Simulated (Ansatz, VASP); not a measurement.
**Two plane-wave programs on GaN**

File POSCAR:

```
GaN
1.0
    0.0000000000      2.2684248875      2.2684248875
    2.2684248875      0.0000000000      2.2684248875
    2.2684248875      2.2684248875      0.0000000000
Ga N
1 1
Direct
    0.0000000000      0.0000000000      0.0000000000
    0.2500000000      0.2500000000      0.2500000000
```

INCAR.step1

```
SYSTEM = GaN
ALGO = Normal
EDIFF = 1E-4
ENCUT = 520
GGA = PE
ISMEAR = -1
LASPH = .True.
LCHARG = .False.
LREAL = .False.
LWAVE = .True.
NBANDS = 16
NELM = 100
PREC = Accurate
SIGMA = 0.05
```

INCAR.step2

```
SYSTEM = GaN
ALGO = Normal
EDIFF = 1E-6
ENCUT = 520
ISIF = 2
ISMEAR = -1
ISTART = 1
IVDW = 13
LASPH = .True.
LCHARG = .False.
LMIXTAU = .True.
LREAL = .False.
LWAVE = .False.
METAGGA = R2SCAN
NBANDS = 16
NELM = 100
PREC = Accurate
SIGMA = 0.05
VDW_A1 = 0.51559235
VDW_A2 = 5.77342911
VDW_S6 = 1.0
VDW_S8 = 0.6018749
```

Contents of KPOINTS:

```
k-points
0
Gamma
  10 10 10
  0 0 0
```

Contents of input.yaml:

```yaml
crystal:
  lattice:
    - [0.0, 2.2684248875, 2.2684248875]
    - [2.2684248875, 0.0, 2.2684248875]
    - [2.2684248875, 2.2684248875, 0.0]
  atoms:
    - { symbol: Ga, position: [0.0, 0.0, 0.0] }
    - { symbol: "N", position: [0.25, 0.25, 0.25] }
hamiltonian:
  xc: r2scan
  pseudopotentials: { kind: paw }
  dispersion: d4
kpoints:
  mp_grid: { grid: [10, 10, 10] }
scf:
  occupations: { method: fermi_dirac, width: 0.05 }
output:
  forces: true
  stress: true
  eigenvalues: true
```

Alike in both runs: task single point; functional r2SCAN; dispersion D4; k mesh 10 × 10 × 10; occupations fermi-dirac, width 0.05 eV; no spin polarisation.

|  | VASP | Ansatz |
| --- | --- | --- |
| version | VASP 6.6.1 | Ansatz 0.2.0 |
| potentials or method | VASP PAW PBE potentials, release 64 (Ga_d, N) | Ansatz PAW |
| plane-wave cutoff (eV) | 520 | 500 |
| valence electrons in the cell | 18 | 18 |

|  | VASP | Ansatz | Ansatz less VASP |
| --- | --- | --- | --- |
| gap on the k mesh at the Fermi level (eV) | 1.99 | 1.99 | +0.007 |
| least direct gap on the mesh (eV) | 1.99 | 1.99 | +0.007 |
| pressure (GPa) | -5.7 | -6.7 | -0.98 |

VASP's potentials were made for PBE, not for r2SCAN.
